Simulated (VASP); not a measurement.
# TiNi (P4/mmm) in VASP: a series of runs

TiNi is run at these levels: LDA; tasks: single point.

Everything below comes from runs of VASP 6.6.1. Logs are shortened: lines on timing, memory, paths and dates and some standing lists are left out, and cuts for length are marked.

## (1) The cell of the first run

Symmetry: P4/mmm, No. 123, tetragonal system. The conventional cell has a = 2.736 Å, b = 2.736 Å, c = 3.581 Å, α = 90.00°, β = 90.00°, γ = 90.00°. Within 3.6 Å of Ti (site symmetry 4/mmm) lie 8 Ni at 2.64 Å and 6 Ti at 2.74 to 3.58 Å. Ni (site symmetry 4/mmm) has 8 Ti at 2.64 Å and 6 Ni at 2.74 to 3.58 Å within 3.6 Å.

## (2) Single point, LDA, collinear spin, zero start

The input, INCAR:

```
SYSTEM = TiNi
PREC = Accurate ; ENCUT = 520
EDIFF = 1E-6 ; ISMEAR = -1
SIGMA = 0.08 ; LREAL = .FALSE.
LASPH = .TRUE. ; NELM = 150
ALGO = Normal ; ISIF = 2
LWAVE = .FALSE. ; LCHARG = .FALSE.
ISPIN = 2 ; MAGMOM = 0 0
LORBIT = 11 ; NUPDOWN = 0.0
LMAXMIX = 4 ; GGA = CA
NBANDS = 22
```

The input, KPOINTS:

```
regular mesh
0
G
  12 12 9
  0 0 0
```

The input, POSCAR:

```
TiNi
1.0
    2.7358030000      0.0000000000      0.0000000000
    0.0000000000      2.7358030000      0.0000000000
    0.0000000000      0.0000000000      3.5814100000
Ti Ni
1 1
Direct
    0.5000000000      0.5000000000      0.5000000000
    0.0000000000      0.0000000000      0.0000000000
```

Potentials or basis: VASP PAW LDA potentials, release 64 (Ti_sv, Ni).

Run with:

```sh
> cat potpaw_LDA.64/Ti_sv/POTCAR potpaw_LDA.64/Ni/POTCAR > POTCAR
> mpirun -np 1 vasp_std > vasp.out
```

OUTCAR:

```text
SYSTEM = TiNi
   PREC = Accurate
   ENCUT = 520
   EDIFF = 1E-6
   ISMEAR = -1
   LREAL = .FALSE.
   LASPH = .TRUE.
   NELM = 150
   ISIF = 2
   ISPIN = 2
   LORBIT = 11
   NUPDOWN = 0.0
   GGA = CA

 ion  position               nearest neighbor table
   1  0.500  0.500  0.500-   2 2.64   2 2.64   2 2.64   2 2.64   2 2.64   2 2.64   2 2.64   2 2.64

   2  0.000  0.000  0.000-   1 2.64   1 2.64   1 2.64   1 2.64   1 2.64   1 2.64   1 2.64   1 2.64

  LATTYP: Found a simple tetragonal cell.
 ALAT       =     2.7358030000
 C/A-ratio  =     1.3090891413

  Lattice vectors:

 A1 = (   2.7358030000,   0.0000000000,   0.0000000000)
 A2 = (   0.0000000000,   2.7358030000,   0.0000000000)
 A3 = (   0.0000000000,   0.0000000000,   3.5814100000)

Analysis of symmetry for initial positions (statically):
=====================================================================
 Subroutine PRICEL returns:
 Original cell was already a primitive cell.

 Routine SETGRP: Setting up the symmetry group for a
 simple tetragonal supercell.

 Subroutine GETGRP returns: Found 16 space group operations
 (whereof 16 operations were pure point group operations)
 out of a pool of 16 trial point group operations.

The static configuration has the point symmetry D_4h.

Analysis of symmetry for dynamics (positions and initial velocities):
=====================================================================
 Subroutine PRICEL returns:
 Original cell was already a primitive cell.

 Routine SETGRP: Setting up the symmetry group for a
 simple tetragonal supercell.

 Subroutine GETGRP returns: Found 16 space group operations
 (whereof 16 operations were pure point group operations)
 out of a pool of 16 trial point group operations.

The dynamic configuration has the point symmetry D_4h.

Analysis of structural, dynamic, and magnetic symmetry:
=====================================================================
 Subroutine PRICEL returns:
 Original cell was already a primitive cell.

 Routine SETGRP: Setting up the symmetry group for a
 simple tetragonal supercell.

 Subroutine GETGRP returns: Found 16 space group operations
 (whereof 16 operations were pure point group operations)
 out of a pool of 16 trial point group operations.

The overall configuration has the point symmetry D_4h.

 Subroutine INISYM returns: Found 16 space group operations
 (whereof 16 operations are pure point group operations),
 and found     1 'primitive' translations

[... 115 lines left out ...]
  volume/ion in A,a.u.               =      13.40        90.45
  Fermi-wavevector in a.u.,A,eV,Ry     =   1.532761  2.896499 31.964941  2.349357
  Thomas-Fermi vector in A             =   2.639922
   LORBIT       =     11    0 simple, 1 ext, 2 COOP (PROOUT), +10 PAW based schemes
   GGA     = CA    functional components
   LHFCALC =     F    Hartree Fock is set to
   AEXX    =    0.0000 exact exchange contribution
   IVDW    =     0    specifies the selected vdW correction
   LEPSILON=     F    determine dielectric tensor
   LRPA    =     F    only Hartree local field effects (RPA)
 spin polarized calculation
  energy-cutoff  :      520.00
  volume of cell :       26.81
 maximum number of plane-waves:       738
   NGX = 11   NGY = 11   NGZ = 13

 number of electron      22.0000032 magnetization      -0.0000000

 number of electron      22.0000032 magnetization       0.0000000

 Free energy of the ion-electron system (eV)
  ---------------------------------------------------
  ext. energy  EPLUGINS =         0.00000000
  ---------------------------------------------------
  free energy    TOTEN  =       -15.82251180 eV

  energy without entropy =      -15.76815000  energy(sigma->0) =      -15.79533090

 E-fermi :   9.0631     XC(G=0): -12.7894

 val. band max:        9.0546406418   @ k =   0.3333   0.0833   0.0000
 cond. band min:       9.0733474018   @ k =   0.5000   0.2500   0.0000
 fundamental gap:      0.0187067600
 Fermi energy:         9.0631317800

 spin component 1

 k-point     1 :       0.0000    0.0000    0.0000
  band No.  band energies     occupation
      1     -47.0897      1.00000
      2     -23.7167      1.00000
      3     -23.3685      1.00000
      4     -23.3685      1.00000
      5       1.5383      1.00000
      6       5.1943      1.00000
[... 589 lines left out ...]
     21      24.3118      0.00000
     22      24.7923      0.00000

 [... further k-points ...]

 spin component 2

 k-point     1 :       0.0000    0.0000    0.0000
  band No.  band energies     occupation
      1     -47.0897      1.00000
      2     -23.7167      1.00000
      3     -23.3685      1.00000
      4     -23.3685      1.00000
      5       1.5383      1.00000
      6       5.1943      1.00000
[... 589 lines left out ...]
     21      24.3118      0.00000
     22      24.7923      0.00000

 [... further k-points ...]

------------------------ aborting loop because EDIFF is reached ----------------------------------------

  FORCE on cell =-STRESS in cart. coord.  units (eV):
  Direction    XX          YY          ZZ          XY          YZ          ZX
  --------------------------------------------------------------------------------------
  -------------------------------------------------------------------------------------
  Total       -1.8122054     -1.8122054     -2.2223851      0.0000000      0.0000000      0.0000000
  in kB     -108.3164276   -108.3164276   -132.8330692      0.0000000      0.0000000      0.0000000
  external PRESSURE =    -116.4886415 kB  Pullay stress =       0.0000000 kB

 VOLUME and BASIS-vectors are now :
 -----------------------------------------------------------------------------
  energy-cutoff  :      520.00
  volume of cell :       26.81
      direct lattice vectors                 reciprocal lattice vectors
     2.735803000  0.000000000  0.000000000     0.365523395  0.000000000  0.000000000
     0.000000000  2.735803000  0.000000000     0.000000000  0.365523395  0.000000000
     0.000000000  0.000000000  3.581410000     0.000000000  0.000000000  0.279219637

 POSITION                                       TOTAL-FORCE (eV/Angst)
 -----------------------------------------------------------------------------------
      1.36790      1.36790      1.79070         0.000000      0.000000      0.000000
      0.00000      0.00000      0.00000         0.000000      0.000000      0.000000
 -----------------------------------------------------------------------------------
    total drift:                                0.000000      0.000000      0.000000

  FREE ENERGIE OF THE ION-ELECTRON SYSTEM (eV)
  ---------------------------------------------------
  free  energy   TOTEN  =       -15.8225117985 eV

  energy  without entropy=      -15.7681499950  energy(sigma->0) =      -15.79533090

 total charge

# of ion       s       p       d       tot
------------------------------------------
    1        2.248   6.143   1.936  10.327
    2        0.551   0.475   8.322   9.347
--------------------------------------------------
tot          2.799   6.618  10.258  19.674

 magnetization (x)

# of ion       s       p       d       tot
------------------------------------------
    1        0.000  -0.000  -0.000   0.000
    2       -0.000  -0.000  -0.000  -0.000
--------------------------------------------------
tot          0.000  -0.000  -0.000  -0.000
```

stdout:

```text
POSCAR found type information on POSCAR TiNi
 POSCAR found :  2 types and       2 ions
 scaLAPACK will be used
 LDA part: xc-table for (Slater(with rela. corr.)+CA(PZ))
 , standard interpolation
 POSCAR, INCAR and KPOINTS ok, starting setup
 FFT: planning ... GRIDC
 FFT: planning ... GRID_SOFT
 FFT: planning ... GRID
 WAVECAR not read
 entering main loop
```

Run time: 55 s. Hardware: 1 thread of Intel Xeon 6975P-C (Granite Rapids), shared host; peak memory 0.23 GiB.

What came out:

- Free energy: -15.8225 eV
- Pressure: -11.6 GPa
- Net moment: 0.00 μB per cell
- Valence electrons inside the program's atomic spheres: Ti 10.33; Ni 9.35

Caveat: the cell stands under tension; the total moment is fixed, so each spin has its own Fermi level.

## (3) Single point, LDA, collinear spin, zero start

The input, INCAR:

```
PREC = Accurate
ENCUT = 520
EDIFF = 1E-6
ISMEAR = -1
SIGMA = 0.08
LREAL = False
LASPH = True
NELM = 150
ALGO = Normal
ISIF = 2
LWAVE = False
LCHARG = True
ISPIN = 2
MAGMOM = 0 0
LORBIT = 11
NUPDOWN = 0.0
LMAXMIX = 4
LELF = True
LVHAR = True
NBANDS = 22
```

The input, KPOINTS:

```
Automatic mesh
0
Gamma
  12 12 9
```

POSCAR is that of step 2.

Potentials or basis: VASP PAW LDA potentials, release 64 (Ti_sv, Ni).

Run with:

```sh
> cat potpaw_LDA.64/Ti_sv/POTCAR potpaw_LDA.64/Ni/POTCAR > POTCAR
> mpirun -np 1 vasp_std > vasp.out
```

Run time: 58 s. Hardware: 1 thread of Intel Xeon 6975P-C (Granite Rapids), shared host; peak memory 0.22 GiB.

The run converged. Its results:

| Quantity | Value |
| --- | --- |
| Free energy | -15.8225 eV |
| Pressure | -11.6 GPa |
| Net moment | 0.00 μB per cell |
| Valence electrons inside the program's atomic spheres | Ti 10.33; Ni 9.35 |

Stress tensor (GPa, compression positive):
```
-10.83   0.00   0.00
  0.00 -10.83   0.00
  0.00   0.00 -13.28
```

Caveat: the cell stands under tension; the total moment is fixed, so each spin has its own Fermi level.

## (4) Single point, LDA, collinear spin, ferromagnetic start

The input, INCAR:

```
SYSTEM = TiNi
PREC     = Accurate       ! precision mode
ENCUT    = 520            ! plane-wave cutoff, eV
EDIFF    = 1E-6           ! SCF threshold, eV
ISMEAR   = -1             ! smearing method
SIGMA    = 0.08           ! smearing width, eV
LREAL    = .FALSE.        ! projectors in reciprocal space
LASPH    = .TRUE.         ! aspherical terms in the spheres
NELM     = 150            ! most SCF steps
ALGO     = Normal         ! electronic algorithm
ISIF     = 2              ! what is computed and relaxed
LWAVE    = .FALSE.        ! write WAVECAR
LCHARG   = .FALSE.        ! write CHGCAR
ISPIN    = 2              ! spin polarisation
MAGMOM   = 0.2 0.2        ! initial moments
LORBIT   = 11             ! projections on sites
NUPDOWN  = 0.4            ! fixed moment
LMAXMIX  = 4              ! l up to which the mixer works
NBANDS   = 22             ! bands
```

The input, KPOINTS:

```
Automatic mesh
0
G
  12 12 9
  0 0 0
```

POSCAR is that of step 3.

Run with:

```sh
> cat potpaw_LDA.64/Ti_sv/POTCAR potpaw_LDA.64/Ni/POTCAR > POTCAR
> mpirun -np 1 vasp_std > vasp.out
```

It took 55 s on 1 thread of Intel Xeon 6975P-C (Granite Rapids), shared host; peak memory 0.23 GiB.

Results (log left out):

* Free energy: -15.8086 eV
* Pressure: -11.5 GPa
* Net moment: 0.40 μB per cell
* Site moments: Ti +0.23; Ni +0.11 μB
* Valence electrons inside the program's atomic spheres: Ti 10.33; Ni 9.35

Stress tensor (GPa, compression positive):
```
-10.54   0.00   0.00
  0.00 -10.54   0.00
  0.00   0.00 -13.44
```

Caveat: the cell stands under tension; the total moment is fixed, so each spin has its own Fermi level and the state may be an excited one.
